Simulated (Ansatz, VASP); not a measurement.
## Two plane-wave programs on HfO2

```
Hf O
1.0
     0.00000    2.55447    2.55447
     2.55447    0.00000    2.55447
     2.55447    2.55447    0.00000
Hf O
1 2
Direct
  0.00000 0.00000 0.00000
  0.25000 0.25000 0.25000
  0.75000 0.75000 0.75000
```

Change from the starting cell: hydrostatic strain +1.0%.

Alike in both runs: task single point; functional HSE06; k mesh 6 × 6 × 6; no spin polarisation.

```csv
,VASP,Ansatz
version,VASP 6.6.1,Ansatz 0.2.0
potentials or method,"VASP PAW PBE potentials, release 64 (Hf_pv, O)","plane waves, PAW"
plane-wave cutoff (eV),520,420
occupations,"gaussian, width 0.01 eV",fixed
valence electrons in the cell,22,38
```

```tsv
	VASP	Ansatz	Ansatz less VASP
gap on the k mesh at the Fermi level (eV)	5.27	5.32	+0.051
pressure (GPa)	-12.5	-7.9	+4.53
```

One of these differences is far larger than is usual between the two programs; its cause wasn't traced. VASP's potentials hold 22 valence electrons a cell and Ansatz's 38, so a difference there can come from the potentials and not from the codes. Ansatz's warnings: stress exchange threshold loose, stress scf threshold loose.

Spin-orbit coupling is off throughout.
